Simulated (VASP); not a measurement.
**BaO: single point with PBE**

Crystal: BaO.

```
CELL_PARAMETERS angstrom
0.00000 2.78679 2.78679
2.78679 0.00000 2.78679
2.78679 2.78679 0.00000
ATOMIC_POSITIONS crystal
Ba 0.50000 0.50000 0.50000
O 0.00000 0.00000 0.00000
```

```
Program                : VASP 6.6.1
Task                   : single point
Functional             : PBE
Potentials or basis    : VASP PAW PBE potentials, release 64 (Ba_sv, O)
Cutoff                 : 600 eV
k mesh                 : 6 × 6 × 6
Occupations            : gaussian, width 0.05 eV
Spin                   : no spin polarisation
Dipole correction      : no
Further INCAR settings : ALGO = Normal; EDIFF = 1e-06; NBANDS = 15
```

| Quantity | Value |
| --- | --- |
| Pressure | 1.5 GPa |
| Band gap on the k mesh | 2.04 eV, direct |

Levels at points of the mesh, in eV from the valence-band top:
```csv
k point,band 6,band 7,band 8,band 9,band 10,band 11
"(0.00, 0.00, 0.00)",-0.29,-0.29,-0.29,3.47,4.69,4.69
"(0.50, 0.00, 0.00)",-1.92,-1.39,-1.39,4.91,7.10,7.10
"(0.50, 0.50, 0.00)",-0.13,-0.13,0.00,2.04,5.90,8.80
```

It took 6.6 s on 1 thread of Intel(R) Xeon(R) 6975P-C (Granite Rapids) (shared host), peak memory 0.18 GiB.

Caveat: spin-orbit coupling is left out, which moves the levels of the heavy elements. PBE gaps usually lie below the measured ones, often by a third to a half.
